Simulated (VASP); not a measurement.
Crystal: HfN.

```
CELL_PARAMETERS angstrom
3.13391 0.00000 0.00000
-1.56695 2.71404 0.00000
0.00000 0.00000 5.41677
ATOMIC_POSITIONS crystal
Hf 0.66667 0.33333 0.75000
Hf 0.33333 0.66667 0.25000
N 0.00000 0.00000 0.00000
N 0.00000 0.00000 0.50000
```

Base run:

- Program: VASP 6.6.1
- Functional: BLYP
- Potentials or basis: VASP PAW PBE potentials, release 64 (Hf_pv, N)
- Cutoff: 520 eV
- k mesh: 7 × 7 × 4
- Occupations: fermi-dirac, width 0.1 eV
- Spin: no spin polarisation

Its results: band gap on the k mesh zero (band 15 reaches 10.26 eV, above the bottom of band 16 at 8.09 eV); pressure 13.4 GPa.

Problem. The run is repeated on the same cell with these changes: functional from BLYP to LDA; potentials or basis from VASP PAW PBE potentials, release 64 (Hf_pv, N) to VASP PAW LDA potentials, release 64 (Hf_pv, N). What comes out?

Solution. Band gap on the k mesh zero (band 15 reaches 9.60 eV, above the bottom of band 16 at 7.38 eV); pressure -9.9 GPa.

Caveats: spin-orbit coupling is left out, which moves the levels of the heavy elements; the PAW data sets were made with another functional, which shifts forces and pressure a little (some runs).
